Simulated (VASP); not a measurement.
Runs of VASP 6.6.1 on MnGa3. The structure is that of space group Fm-3m (No. 225), or close to it. The cells are those of the table. 

```csv
cell,further INCAR settings,gap on the mesh (eV),pressure (GPa)
"a = 4.852 Å, angles 60.0°, 4 atoms",ALGO = Fast; EDIFF = 1e-07; NBANDS = 34,none,(a)
"a = 4.466 Å, angles 60.0°, 4 atoms",ALGO = Fast; EDIFF = 1e-06; NBANDS = 34,none,-4.0
"a = 4.652 Å, angles 60.0°, 4 atoms",ALGO = Fast; EDIFF = 1e-06; NBANDS = 34,none,-10.2
"a = 4.529 Å, angles 60.0°, 4 atoms",ALGO = Fast; EDIFF = 1e-06; NBANDS = 34,none,(b)
"a = 4.366 Å, angles 60.0°, 4 atoms",ALGO = Fast; EDIFF = 1e-06; NBANDS = 34,none,1.8
```

Alike in all rows: task single point; level PBE; potentials or basis VASP PAW PBE potentials, release 64 (Ga_d, Mn_pv); no spin polarisation; k mesh 12 × 12 × 12; cutoff (eV) 520; smearing gaussian 0.1 eV.

Task: Fill in the values left out.

Result: (a) -12.8; (b) -6.6.

Caveats: the run has no spin polarisation, though such a crystal can be magnetic; the cell stands under tension (at least some runs).

A k mesh can miss the band edges, and the runs leave out spin-orbit coupling on Ga.

A gap of «none» marks levels without a gap at the run's occupations.
